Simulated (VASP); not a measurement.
# Te6Mo3H (a cell with a defect) in VASP: further runs, part 2 of 2

VASP 6.6.1. Earlier steps stand in the parts before.

## 5. Single point, PBEsol+D3(BJ)

Input file INCAR:

```
PREC     = Accurate       # precision mode
ENCUT    = 400            # plane-wave cutoff, eV
EDIFF    = 1E-6           # SCF threshold, eV
ISMEAR   = 0              # smearing method
SIGMA    = 0.05           # smearing width, eV
LREAL    = F              # projectors in reciprocal space
LASPH    = T              # aspherical terms in the spheres
NELM     = 120            # most SCF steps
ALGO     = Normal         # electronic algorithm
ISIF     = 2              # what is computed and relaxed
LWAVE    = F              # write WAVECAR
LCHARG   = T              # write CHGCAR
GGA      = PS             # functional
IVDW     = 12             # dispersion correction
LELF     = T              # ELF
LVHAR    = T            
NBANDS   = 50             # bands
GGA_COMPAT= F
```

Input file KPOINTS:

```
Automatic mesh
0
Gamma
  9 9 2
```

Input file POSCAR:

```
Te6Mo3H
1.0
    3.4334342720      0.0000000000      0.0000000000
   -1.7167171360      2.9734413017      0.0000000000
    0.0000000000      0.0000000000     20.7704294686
Te Mo H
6 3 1
Direct
    0.0000000000      0.0000000000      0.9125759363
    0.3333333333      0.6666666667      0.5917818730
    0.3333333333      0.6666666667      0.2333053354
    0.3333333333      0.6666666667      0.7666946646
    0.3333333333      0.6666666667      0.4082181270
    0.0000000000      0.0000000000      0.0874240637
    0.0000000000      0.0000000000      0.6791511892
    0.0000000000      0.0000000000      0.3208488108
    0.3333333333      0.6666666667      0.0000000000
   -0.0523098300      0.2238450850      0.5023436347
```

Potentials or basis: VASP PAW PBE potentials, release 64 (Te, Mo_sv, H).

Launch:

```bash
> cat potpaw_PBE.64/Te/POTCAR potpaw_PBE.64/Mo_sv/POTCAR potpaw_PBE.64/H/POTCAR > POTCAR
> mpirun -np 1 vasp_std > vasp.out
```

OUTCAR:

```text
PREC = Accurate
   ENCUT = 400
   EDIFF = 1E-6
   ISMEAR = 0
   LREAL = F
   LASPH = T
   NELM = 120
   ISIF = 2
   GGA = PS
   IVDW = 12
 IVDW          = 12

 ion  position               nearest neighbor table
   1  0.000  0.000  0.913-   9 2.69   9 2.69   9 2.69   4 3.62   4 3.62   4 3.62   6 3.63
   2  0.333  0.667  0.592-   7 2.69   7 2.69   7 2.69   4 3.63
   3  0.333  0.667  0.233-   8 2.69   8 2.69   8 2.69   6 3.62   6 3.62   6 3.62   5 3.63
   4  0.333  0.667  0.767-   7 2.69   7 2.69   7 2.69   1 3.62   1 3.62   1 3.62   2 3.63
   5  0.333  0.667  0.408-   8 2.69   8 2.69   8 2.69   3 3.63
   6  0.000  0.000  0.087-   9 2.69   9 2.69   9 2.69   3 3.62   3 3.62   3 3.62   1 3.63
   7  0.000  0.000  0.679-   2 2.69   2 2.69   2 2.69   4 2.69   4 2.69   4 2.69
   8  0.000  0.000  0.321-   5 2.69   5 2.69   5 2.69   3 2.69   3 2.69   3 2.69
   9  0.333  0.667  0.000-   1 2.69   6 2.69   1 2.69   6 2.69   1 2.69   6 2.69
  10  0.948  0.224  0.502-

  LATTYP: Found a hexagonal cell.
 ALAT       =     3.4334342720
 C/A-ratio  =     6.0494617992

  Lattice vectors:

 A1 = (   3.4334342720,   0.0000000000,   0.0000000000)
 A2 = (  -1.7167171360,   2.9734413017,   0.0000000000)
 A3 = (   0.0000000000,   0.0000000000,  20.7704294686)

Analysis of symmetry for initial positions (statically):
=====================================================================
 Subroutine PRICEL returns:
 Original cell was already a primitive cell.

 Routine SETGRP: Setting up the symmetry group for a
 hexagonal supercell.

 Subroutine GETGRP returns: Found  1 space group operations
 (whereof  1 operations were pure point group operations)
 out of a pool of 24 trial point group operations.

The static configuration has the point symmetry C_1 .

Analysis of symmetry for dynamics (positions and initial velocities):
=====================================================================
 Subroutine PRICEL returns:
 Original cell was already a primitive cell.

 Routine SETGRP: Setting up the symmetry group for a
 hexagonal supercell.

 Subroutine GETGRP returns: Found  1 space group operations
[... 150 lines left out ...]
 non-spin polarized calculation
 Gauss-broadening in eV      SIGMA  =   0.05
  energy-cutoff  :      400.00
  volume of cell :      212.05
 maximum number of plane-waves:      3908
   NGX = 11   NGY = 11   NGZ = 67

 number of electron      78.9999990 magnetization

 Free energy of the ion-electron system (eV)
  ---------------------------------------------------
  ext. energy  EPLUGINS =         0.00000000
  ---------------------------------------------------
  free energy    TOTEN  =       -60.54743495 eV

  energy without entropy =      -60.54342554  energy(sigma->0) =      -60.54543025

 E-fermi :   8.9758     XC(G=0): -10.9820

 val. band max:        8.9753108119   @ k =   0.0000   0.0000   0.5000
 cond. band min:       8.9854057847   @ k =  -0.1111   0.3333   0.5000
 fundamental gap:      0.0100949729
 Fermi energy:         8.9758192384

 k-point     1 :       0.0000    0.0000    0.0000
  band No.  band energies     occupation
      1     -51.8516      2.00000
      2     -51.7229      2.00000
      3     -51.7106      2.00000
      4     -26.1010      2.00000
      5     -25.9595      2.00000
      6     -25.9503      2.00000
[... 1261 lines left out ...]
     49      11.9413      0.00000
     50      12.0040      0.00000

 [... further k-points ...]

------------------------ aborting loop because EDIFF is reached ----------------------------------------

 Edisp (eV)   -5.08243

 E8    (eV) :    -3.4504

  FORCE on cell =-STRESS in cart. coord.  units (eV):
  Direction    XX          YY          ZZ          XY          YZ          ZX
  --------------------------------------------------------------------------------------
  -------------------------------------------------------------------------------------
  Total      -0.53717    -1.82796    -1.11430    -0.30878    -0.05407     0.10994
  in kB      -4.05869   -13.81162    -8.41933    -2.33305    -0.40853     0.83068
  external pressure =       -8.76 kB  Pullay stress =        0.00 kB

 VOLUME and BASIS-vectors are now :
 -----------------------------------------------------------------------------
  energy-cutoff  :      400.00
  volume of cell :      212.05
      direct lattice vectors                 reciprocal lattice vectors
     3.433434272  0.000000000  0.000000000     0.291253573  0.168155329  0.000000000
    -1.716717136  2.973441302  0.000000000     0.000000000  0.336310658  0.000000000
     0.000000000  0.000000000 20.770429469     0.000000000  0.000000000  0.048145369

 POSITION                                       TOTAL-FORCE (eV/Angst)
 -----------------------------------------------------------------------------------
      0.00000      0.00000     18.95459        -0.002498      0.001294     -0.053961
     -0.00000      1.98229     12.29156         0.069554     -0.141589     -0.533208
     -0.00000      1.98229      4.84585         0.044117     -0.018232      0.002816
     -0.00000      1.98229     15.92458         0.053451     -0.021055      0.004481
     -0.00000      1.98229      8.47887         0.064360     -0.109707      0.482478
      0.00000      0.00000      1.81584        -0.002444      0.001157      0.054438
      0.00000      0.00000     14.10626         0.068338      0.040864      0.262225
      0.00000      0.00000      6.66417         0.050270      0.037775     -0.244691
     -0.00000      1.98229      0.00000         0.003117     -0.003042      0.003810
      2.86955      0.66559     10.43389        -0.348265      0.212534      0.021612
 -----------------------------------------------------------------------------------
    total drift:                               -0.000032      0.000266      0.000251

  FREE ENERGIE OF THE ION-ELECTRON SYSTEM (eV)
  ---------------------------------------------------
  free  energy   TOTEN  =       -65.6298634473 eV

  energy  without entropy=      -65.6258540415  energy(sigma->0) =      -65.62785874
```

OSZICAR:

```text
N       E                     dE             d eps       ncg     rms          rms(c)
DAV:   1     0.527102175237E+03    0.52710E+03   -0.35893E+04  9952   0.115E+03
DAV:   2    -0.288163887466E+02   -0.55592E+03   -0.53514E+03 10134   0.305E+02
DAV:   3    -0.616667371741E+02   -0.32850E+02   -0.31920E+02 10014   0.638E+01
[... 13 lines left out ...]
DAV:  17    -0.605474405961E+02    0.84601E-05   -0.21009E-04  9564   0.558E-02    0.893E-02
DAV:  18    -0.605474379378E+02    0.26583E-05   -0.25619E-05  9920   0.201E-02    0.532E-02
DAV:  19    -0.605474365487E+02    0.13891E-05   -0.35703E-06  8492   0.782E-03    0.322E-02
DAV:  20    -0.605474354082E+02    0.11405E-05   -0.29232E-06  6912   0.781E-03    0.157E-02
DAV:  21    -0.605474349485E+02    0.45977E-06   -0.11031E-06  4972   0.464E-03
   1 F= -.65629863E+02 E0= -.65627859E+02  d E =-.400941E-02
```

Run time: 21 min. Hardware: 1 thread of Intel Xeon 8259CL, shared host; peak memory 0.6 GiB.

Results:

- Free energy: -65.6299 eV
- Pressure: -0.9 GPa
- Largest force: 0.556 eV/Å
- Band gap on the k mesh: zero (an odd number of electrons rules out a gap without spin polarisation)
- Dispersion energy per atom: -0.508 eV

Forces on the atoms (eV/Å):
```
Te  -0.002  0.001 -0.054
Te   0.070 -0.142 -0.533
Te   0.044 -0.018  0.003
Te   0.053 -0.021  0.004
Te   0.064 -0.110  0.482
Te  -0.002  0.001  0.054
Mo   0.068  0.041  0.262
Mo   0.050  0.038 -0.245
Mo   0.003 -0.003  0.004
H   -0.348  0.213  0.022
```

Stress tensor (GPa, compression positive):
```
-0.41 -0.23  0.08
-0.23 -1.38 -0.04
 0.08 -0.04 -0.84
```

Levels at points of the mesh, in eV from the Fermi level:
| k point | band 37 | band 38 | band 39 | band 40 | band 41 | band 42 | band 43 | band 44 |
| --- | --- | --- | --- | --- | --- | --- | --- | --- |
| (0.00, 0.00, 0.00) | -0.83 | 0.00 | 0.02 | 2.23 | 2.95 | 2.95 | 3.04 | 3.06 |
| (0.00, 0.00, 0.50) | -0.76 | 0.00 | 0.02 | 2.24 | 2.95 | 2.95 | 3.06 | 3.06 |

Caveat: the PAW data sets were made with another functional, which shifts forces and pressure a little; spin-orbit coupling is left out, which moves the levels of the heavy elements.

## 6. Overview

| cell | gap on the mesh (eV) | pressure (GPa) | largest force (eV/Å) |
| --- | --- | --- | --- |
| as given, atomic positions A | none | 7.6 | 18.70 |
| as given, atomic positions B | none | -0.5 | 0.36 |
| as given, atomic positions C | none | 5.3 | 9.44 |
| as given, atomic positions D | none | -0.9 | 0.56 |

Alike in all rows: task single point; level PBEsol+D3(BJ); potentials or basis VASP PAW PBE potentials, release 64 (Te, Mo_sv, H); no spin polarisation; k mesh 9 × 9 × 2; cutoff (eV) 400; smearing gaussian 0.05 eV.

Caveats: the PAW data sets were made with another functional, which shifts forces and pressure a little; spin-orbit coupling is left out, which moves the levels of the heavy elements; atoms lie so close that the PAW spheres overlap strongly, which falsifies energies and pressures (at least some runs).

Absolute energies hang on the potentials; compare differences alone.
